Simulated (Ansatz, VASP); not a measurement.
## TiB2 in VASP and in Ansatz

INCAR

```
  PREC = Accurate
  ENCUT = 520
  EDIFF = 1E-8
  ISMEAR = -1
  SIGMA = 0.05
  LREAL = F
  LASPH = T
  NELM = 80
  ALGO = Normal
  ISIF = 2
  LWAVE = F
  LCHARG = F
  GGA = PE
  LEFG = T
  NBANDS = 16
```

File KPOINTS:

```
regular mesh
0
Gamma
  10 10 9
```

File POSCAR:

```
TiB2
1.0
    3.0259273119      0.0000000000      0.0000000000
   -1.5129636559      2.6205299221      0.0000000000
    0.0000000000      0.0000000000      3.2287677100
Ti B
1 2
Direct
    0.0000000000      0.0000000000      0.0000000000
    0.3333333333      0.6666666667      0.5000000000
    0.6666666667      0.3333333333      0.5000000000
```

Input for Ansatz:

```yaml
crystal:
  lattice:
    - [3.0259273119, 0.0, 0.0]
    - [-1.5129636559, 2.6205299221, 0.0]
    - [0.0, 0.0, 3.22876771]
  atoms:
    - { symbol: Ti, position: [0.0, 0.0, 0.0] }
    - { symbol: B, position: [0.3333333333, 0.6666666667, 0.5] }
    - { symbol: B, position: [0.6666666667, 0.3333333333, 0.5] }
kpoints:
  mp_grid: { grid: [10, 10, 9] }
scf:
  occupations: { method: fermi_dirac, width: 0.05 }
hamiltonian:
  xc: pbe
  pseudopotentials: { kind: paw }
output:
  forces: true
  stress: true
  eigenvalues: true
  efg: { contact_densities: true }
  populations: true
```

Change from the starting cell: shortest bond scaled by 1, PAW files.

Alike in both runs: task electric field gradients; functional PBE; k mesh 10 × 10 × 9; occupations fermi-dirac, width 0.05 eV; no spin polarisation.

|  | VASP | Ansatz |
| --- | --- | --- |
| version | VASP 6.6.1 | Ansatz 0.2.0 |
| potentials or method | VASP PAW PBE potentials, release 64 (Ti_sv, B) | PAW with Ansatz's default frozen-core files, scalar-relativistic |
| plane-wave cutoff (eV) | 520 | 420 |
| valence electrons in the cell | 18 | 18 |

VASP gave:

```
pressure (GPa)                                                : 1.0
traceless stress, the component that is largest in VASP (GPa) : -0.77
size of Vzz on the site where it differs most (V/Å²)          : 17.3
```

**Question.** What did Ansatz give for the same quantities?

**Answer.** Pressure (GPa): 0.8; traceless stress, the component that is largest in VASP (GPa): -0.78; size of Vzz on the site where it differs most (V/Å²): 19.4.
